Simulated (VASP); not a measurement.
Here is a VASP 6.6.1 calculation.

The input POSCAR:

```
AlAs
1.0
    0.0000000000      2.8304000000      2.8304000000
    2.8304000000      0.0000000000      2.8304000000
    2.8304000000      2.8304000000      0.0000000000
Al As
1 1
Direct
    0.0000000000      0.0000000000      0.0000000000
    0.2500000000      0.2500000000      0.2500000000
```

INCAR.step1

```
SYSTEM = AlAs
  PREC = Accurate
  ENCUT = 550
  ISMEAR = -1
  SIGMA = 0.15
  LREAL = .False.
  LASPH = .True.
  NELM = 120
  ISYM = 0
  NBANDS = 11
  GGA = PE
  ALGO = Normal
  EDIFF = 1E-5
  LWAVE = .True.
  LCHARG = .False.
  GGA_COMPAT = .False.
```

Contents of INCAR.step2:

```
SYSTEM = AlAs
  PREC = Accurate
  ENCUT = 550
  EDIFF = 1E-6
  ISMEAR = -1
  SIGMA = 0.15
  LREAL = .False.
  LASPH = .True.
  NELM = 120
  ALGO = Normal
  ISIF = 2
  LWAVE = .False.
  LCHARG = .False.
  METAGGA = R2SCAN
  LMIXTAU = .True.
  ISYM = 0
  NBANDS = 11
  ISTART = 1
  GGA_COMPAT = .False.
```

File KPOINTS:

```
Automatic mesh
0
Gamma
  4 4 4
  0.5 0.5 0.5
```

Potentials or basis: VASP PAW PBE potentials, release 64 (Al, As).

Command:

```sh
$ cat potpaw_PBE.64/Al/POTCAR potpaw_PBE.64/As/POTCAR > POTCAR
$ cp INCAR.step1 INCAR
$ mpirun -np 1 vasp_std > vasp.out
$ cp INCAR.step2 INCAR
$ mpirun -np 1 vasp_std > vasp.out
```

What does it give for the band gap on the k mesh?

2.42 eV (least direct gap 3.53 eV).

Estimate the pressure.

0.7 GPa.

Caveat: the PAW data sets were made with another functional, which shifts forces and pressure a little; a shifted mesh leaves out Γ, where band edges can lie. A k mesh can miss the band edges.
